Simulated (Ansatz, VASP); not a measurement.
# Two plane-wave programs on Ni

The input INCAR:

```
ALGO     = Normal         # electronic algorithm
EDIFF    = 1E-6           # SCF threshold, eV
ENCUT    = 600            # plane-wave cutoff, eV
GGA      = PE             # functional
GGA_COMPAT= False        
ISIF     = 2              # what is computed and relaxed
ISMEAR   = -1             # smearing method
ISPIN    = 2              # spin polarisation
LASPH    = True           # aspherical terms in the spheres
LCHARG   = False          # write CHGCAR
LMAXMIX  = 4              # l up to which the mixer works
LORBIT   = 11             # projections on sites
LREAL    = False          # projectors in reciprocal space
LWAVE    = False          # write WAVECAR
MAGMOM   = 0.8 -0.8       # initial moments
NBANDS   = 21             # bands
NELM     = 200            # most SCF steps
PREC     = Accurate       # precision mode
SIGMA    = 0.1            # smearing width, eV
```

File KPOINTS:

```
k-points
0
Gamma
  4 4 2
```

The input POSCAR:

```
Ni
1.0
    2.5331356909      0.0000000000      0.0000000000
   -1.2665678454      2.1937598595      0.0000000000
    0.0000000000      0.0000000000      4.0530171054
Ni
2
Direct
    0.3333333333      0.6666666667      0.2500000000
    0.6666666667      0.3333333333      0.7500000000
```

Input for Ansatz:

```yaml
crystal:
  lattice:
    - [2.533135690876, 0, 0]
    - [-1.266567845438, 2.193759859532, 0]
    - [0, 0, 4.053017105402]
  atoms:
    - { symbol: Ni, position: [0.3333333333333, 0.6666666666667, 0.25], spin: 0.8 }
    - { symbol: Ni, position: [0.6666666666667, 0.3333333333333, 0.75], spin: -0.8 }
kpoints:
  mp_grid: { grid: [4, 4, 2], shift: [0, 0, 0] }
hamiltonian:
  xc: pbe
  pseudopotentials: { kind: nc }
magnetization:
  spin_polarized: true
scf:
  occupations: { method: fermi_dirac, width: 0.1 }
```

Alike in both runs: task single point; functional PBE; k mesh 4 × 4 × 2; occupations fermi-dirac, width 0.1 eV; collinear spin.

|  | VASP | Ansatz |
| --- | --- | --- |
| version | VASP 6.6.1 | Ansatz 0.2 development build |
| potentials or method | VASP PAW PBE potentials, release 64 (Ni) | scalar-relativistic |
| plane-wave cutoff (eV) | 600 | 1400 |

|  | VASP | Ansatz | Ansatz less VASP |
| --- | --- | --- | --- |
| net moment per atom (μB) | 0.00 | 0.69 | +0.685 |
| size of the moment on the site where the two differ most (μB) | 0.18 | 0.73 | +0.545 |

The net moments are unlike, so the other rows may belong to different states. Site moments also hang on the region over which each program counts them. Ansatz's warnings: negative dielectric reading, seeded moment not kept.

The k mesh is coarse, so the values compare programs but aren't converged.
